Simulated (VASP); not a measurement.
Here is a VASP 6.6.1 calculation.

The input INCAR:

```
SYSTEM = SiNi
PREC = Accurate ; ENCUT = 520
EDIFF = 1E-6 ; ISMEAR = -1
SIGMA = 0.05 ; LREAL = .False.
LASPH = .True. ; NELM = 150
ALGO = Normal ; ISIF = 2
LWAVE = .False. ; LCHARG = .False.
ISPIN = 2 ; MAGMOM = 0.75 0.75 0 0
LORBIT = 11 ; NUPDOWN = 1.5
LMAXMIX = 4 ; GGA = PE
NBANDS = 26
```

File KPOINTS:

```
regular mesh
0
Gamma
  8 7 5
  0 0 0
```

Contents of POSCAR:

```
SiNi
1.0
    2.9427706600      0.0000000000      0.0000000000
    0.0000000000      3.2803255400      0.0000000000
    0.0000000000      0.0000000000      4.6774467600
Ni Si
2 2
Direct
    0.5000000000      0.5000000000      0.3424955900
    0.0000000000      0.0000000000      0.6575044100
    0.5000000000      0.5000000000      0.8431431600
    0.0000000000      0.0000000000      0.1568568400
```

Potentials or basis: VASP PAW PBE potentials, release 64 (Ni, Si).

The run is started by

```console
$ cat potpaw_PBE.64/Ni/POTCAR potpaw_PBE.64/Si/POTCAR > POTCAR
$ mpirun -np 1 vasp_std > vasp.out
```

Q: What does it give for the largest force?

A: 0.446 eV/Å.

Q: Estimate the pressure.

A: 11.5 GPa.

Forces on the atoms (eV/Å):
```
Ni   0.000  0.000  0.068
Ni   0.000  0.000 -0.068
Si   0.000  0.000  0.446
Si   0.000  0.000 -0.446
```

Caveat: the cell stands under pressure; the total moment is fixed, so each spin has its own Fermi level.
